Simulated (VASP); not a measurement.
# Ag (I4/mmm) in VASP: a series of runs

Ag is run at these levels: PBEsol; tasks: single point.

Program: VASP 6.6.1. These are calculated values, not measurements. Logs are shortened: lines on timing, memory, paths and dates and some standing lists are left out, and cuts for length are marked.

## (1) The cell of the first run

It takes space group I4/mmm (No. 139, tetragonal). Conventional cell: a = 2.658 Å, b = 2.658 Å, c = 4.086 Å, α = 90.00°, β = 90.00°, γ = 90.00°. Within 3.5 Å of Ag (site symmetry 4/mmm) lie 12 Ag at 2.66 to 2.78 Å.

## (2) Single point, PBEsol (strain -0.080 along x and y, +0.000 along z)

File INCAR:

```
SYSTEM = Ag
PREC = Accurate ; ENCUT = 520
EDIFF = 1E-6 ; ISMEAR = 0
SIGMA = 0.15 ; LREAL = .FALSE.
LASPH = .TRUE. ; NELM = 60
ALGO = Fast ; ISIF = 2
LWAVE = .FALSE. ; LCHARG = .TRUE.
GGA = PS ; LELF = .TRUE.
LVHAR = .TRUE. ; NBANDS = 12
```

File KPOINTS:

```
regular mesh
0
G
  20 20 20
  0 0 0
```

File POSCAR:

```
Ag
1.0
    0.0000000000      1.8796520000      2.0431000000
    1.8796520000      0.0000000000      2.0431000000
    1.8796520000      1.8796520000      0.0000000000
Ag
1
Direct
    0.0000000000      0.0000000000      0.0000000000
```

Potentials or basis: VASP PAW PBE potentials, release 64 (Ag).

Launch:

```sh
$ cat potpaw_PBE.64/Ag/POTCAR > POTCAR
$ mpirun -np 1 vasp_std > vasp.out
```

OUTCAR:

```text
SYSTEM = Ag
   PREC = Accurate
   ENCUT = 520
   EDIFF = 1E-6
   ISMEAR = 0
   LREAL = .FALSE.
   LASPH = .TRUE.
   NELM = 60
   ISIF = 2
   GGA = PS

 ion  position               nearest neighbor table
   1  0.000  0.000  0.000-

  LATTYP: Found a body centered tetragonal cell.
 ALAT       =     2.6582293509
 C/A-ratio  =     1.5371886548

  Lattice vectors:

 A1 = (  -1.8796520000,   0.0000000000,   2.0431000000)
 A2 = (   1.8796520000,   0.0000000000,   2.0431000000)
 A3 = (   0.0000000000,   1.8796520000,  -2.0431000000)

Analysis of symmetry for initial positions (statically):
=====================================================================
 Subroutine PRICEL returns:
 Original cell was already a primitive cell.

 Routine SETGRP: Setting up the symmetry group for a
 body centered tetragonal supercell.

 Subroutine GETGRP returns: Found 16 space group operations
 (whereof 16 operations were pure point group operations)
 out of a pool of 16 trial point group operations.

The static configuration has the point symmetry D_4h.

Analysis of symmetry for dynamics (positions and initial velocities):
=====================================================================
 Subroutine PRICEL returns:
 Original cell was already a primitive cell.

 Routine SETGRP: Setting up the symmetry group for a
 body centered tetragonal supercell.

 Subroutine GETGRP returns: Found 16 space group operations
 (whereof 16 operations were pure point group operations)
 out of a pool of 16 trial point group operations.

The dynamic configuration has the point symmetry D_4h.

 Subroutine INISYM returns: Found 16 space group operations
 (whereof 16 operations are pure point group operations),
 and found     1 'primitive' translations

----------------------------------------------------------------------------------------

                                     Primitive cell

  volume of cell :      14.4369

  direct lattice vectors                    reciprocal lattice vectors
     0.000000000  1.879652000  2.043100000    -0.266006686  0.266006686  0.244726151
     1.879652000  0.000000000  2.043100000     0.266006686 -0.266006686  0.244726151
     1.879652000  1.879652000  0.000000000     0.266006686  0.266006686 -0.244726151

  length of vectors
     2.776211312  2.776211312  2.658229351     0.448787259  0.448787259  0.448787259

  position of ions in fractional coordinates (direct lattice)
     0.000000000  0.000000000  0.000000000

  ion indices of the primitive-cell ions
   primitive index   ion index
[... 77 lines left out ...]
   IBRION =     -1    ionic relax: 0-MD 1-quasi-New 2-CG
   NFREE  =      0    steps in history (QN), initial steepest desc. (CG)
   ISIF   =      2    stress and relaxation
   ISYM   =      2    0-nonsym 1-usesym 2-fastsym
   POTIM  = 0.5000    time-step for ionic-motion
   TEBEG  =    0.0;   TEEND  =   0.0 temperature during run
   PSTRESS=    0.0 pullay stress
   NELECT =      11.0000    total number of electrons
   NUPDOWN=      -1.0000    fix difference up-down
   EMIN   =  10.00;   EMAX   =-10.00  energy-range for DOS
   EFERMI =   0.00;   METHOD = LEGACY
   ISMEAR =     0;   SIGMA  =   0.15  broadening in eV -4-tet -1-fermi 0-gaus
   EFERMI_NEDOS =   21; number of points for ismear=-14 and -15
   IALGO  =     68    algorithm
   IMIX   =      4    mixing-type and parameters
     AMIX     =   0.40;   BMIX     =  1.00
     AMIX_MAG =   1.60;   BMIX_MAG =  1.00
  volume/ion in A,a.u.               =      14.44        97.43
  Fermi-wavevector in a.u.,A,eV,Ry     =   1.495251  2.825615 30.419590  2.235777
  Thomas-Fermi vector in A             =   2.607420
   LORBIT       =      0    0 simple, 1 ext, 2 COOP (PROOUT), +10 PAW based schemes
   GGA     = PS    functional components
   LHFCALC =     F    Hartree Fock is set to
   AEXX    =    0.0000 exact exchange contribution
   IVDW    =     0    specifies the selected vdW correction
   LEPSILON=     F    determine dielectric tensor
   LRPA    =     F    only Hartree local field effects (RPA)
 non-spin polarized calculation
 RMM-DIIS sequential band-by-band and
 Gauss-broadening in eV      SIGMA  =   0.15
  energy-cutoff  :      520.00
  volume of cell :       14.44
 maximum number of plane-waves:       398
 NGX is ok and might be reduce to    24
   NGX = 11   NGY = 11   NGZ =  9

 number of electron      11.0000002 magnetization

 Free energy of the ion-electron system (eV)
  ---------------------------------------------------
  ext. energy  EPLUGINS =         0.00000000
  ---------------------------------------------------
  free energy    TOTEN  =        -3.14723675 eV

  energy without entropy =       -3.14450732  energy(sigma->0) =       -3.14587204

 E-fermi :  10.8420     XC(G=0): -13.4326

 val. band max:       10.8301659538   @ k =   0.4500   0.0000   0.2500
 cond. band min:      10.8590089202   @ k =   0.5000   0.2500   0.0500
 fundamental gap:      0.0288429664
 Fermi energy:        10.8420302264

 k-point     1 :       0.0000    0.0000    0.0000
  band No.  band energies     occupation
      1       1.6271      2.00000
      2       4.8497      2.00000
      3       5.5730      2.00000
      4       5.5730      2.00000
      5       6.2991      2.00000
      6       7.0687      2.00000
      7      27.1262      0.00000
      8      30.4434      0.00000
      9      32.1680      0.00000
     10      32.1680      0.00000
     11      36.8694      0.00000
     12      38.9396      0.00000
[... 331 lines left out ...]
 k-point    24 :      -0.3500    0.0500    0.0000
  band No.  band energies     occupation
      1       3.3800      2.00000
      2       5.0653      2.00000
      3       5.7437      2.00000
      4       6.9509      2.00000
      5       7.2529      2.00000
      6       8.3265      2.00000
      7      18.5746      0.00000
      8      26.2709      0.00000
      9      30.0825      0.00000
     10      32.8161      0.00000
     11      34.9567      0.00000
     12      36.8139      0.00000

 [... further k-points ...]
[... 5 lines left out ...]
  --------------------------------------------------------------------------------------
  -------------------------------------------------------------------------------------
  Total        2.5177719      2.5177719      1.8359060      0.0000000      0.0000000     -0.0000000
  in kB      279.4167539    279.4167539    203.7447813      0.0000000      0.0000000     -0.0000000
  external PRESSURE =     254.1927630 kB  Pullay stress =       0.0000000 kB

 VOLUME and BASIS-vectors are now :
 -----------------------------------------------------------------------------
  energy-cutoff  :      520.00
  volume of cell :       14.44
      direct lattice vectors                 reciprocal lattice vectors
     0.000000000  1.879652000  2.043100000    -0.266006686  0.266006686  0.244726151
     1.879652000  0.000000000  2.043100000     0.266006686 -0.266006686  0.244726151
     1.879652000  1.879652000  0.000000000     0.266006686  0.266006686 -0.244726151

 POSITION                                       TOTAL-FORCE (eV/Angst)
 -----------------------------------------------------------------------------------
      0.00000      0.00000      0.00000        -0.000000     -0.000000      0.000000
 -----------------------------------------------------------------------------------
    total drift:                               -0.000000     -0.000000      0.000000

  FREE ENERGIE OF THE ION-ELECTRON SYSTEM (eV)
  ---------------------------------------------------
  free  energy   TOTEN  =        -3.1472367536 eV

  energy  without entropy=       -3.1445073208  energy(sigma->0) =       -3.14587204
```

OSZICAR:

```text
N       E                     dE             d eps       ncg     rms          rms(c)
DAV:   1     0.529394849214E+02    0.52939E+02   -0.55891E+03 15512   0.851E+02
DAV:   2    -0.269498741882E+01   -0.55634E+02   -0.52828E+02 18124   0.204E+02
DAV:   3    -0.353892568470E+01   -0.84394E+00   -0.84319E+00 18068   0.259E+01
DAV:   4    -0.354129512099E+01   -0.23694E-02   -0.23693E-02 17892   0.145E+00
DAV:   5    -0.354131050244E+01   -0.15381E-04   -0.15381E-04 18160   0.103E-01    0.877E+00
RMM:   6    -0.317427954202E+01    0.36703E+00   -0.44613E-01 15792   0.614E+00    0.495E+00
RMM:   7    -0.315300433580E+01    0.21275E-01   -0.17702E-02 17353   0.147E+00    0.255E+00
RMM:   8    -0.314722942961E+01    0.57749E-02   -0.20262E-03 18106   0.465E-01    0.244E-01
RMM:   9    -0.314723957387E+01   -0.10144E-04   -0.23202E-04 19880   0.135E-01    0.877E-02
RMM:  10    -0.314723767398E+01    0.18999E-05   -0.41871E-05 19303   0.523E-02    0.546E-02
RMM:  11    -0.314723666574E+01    0.10082E-05   -0.11345E-05 17610   0.201E-02    0.128E-02
RMM:  12    -0.314723675360E+01   -0.87852E-07   -0.31070E-06 14895   0.143E-02
   1 F= -.31472368E+01 E0= -.31458720E+01  d E =-.272943E-02
```

Wall time 49 s (1 thread of AMD EPYC 9R45 (Zen 5), shared host); peak memory 0.19 GiB.

Results:

```
Free energy : -3.1472 eV
Pressure    : 25.4 GPa
```

Stress tensor (GPa, compression positive):
```
27.94  0.00  0.00
 0.00 27.94  0.00
 0.00  0.00 20.37
```

Caveat: the cell differs from its parent crystal (strain -0.080 along x and y, +0.000 along z); the PAW data sets were made with another functional, which shifts forces and pressure a little.

(Part 1 of 2 ends here.)
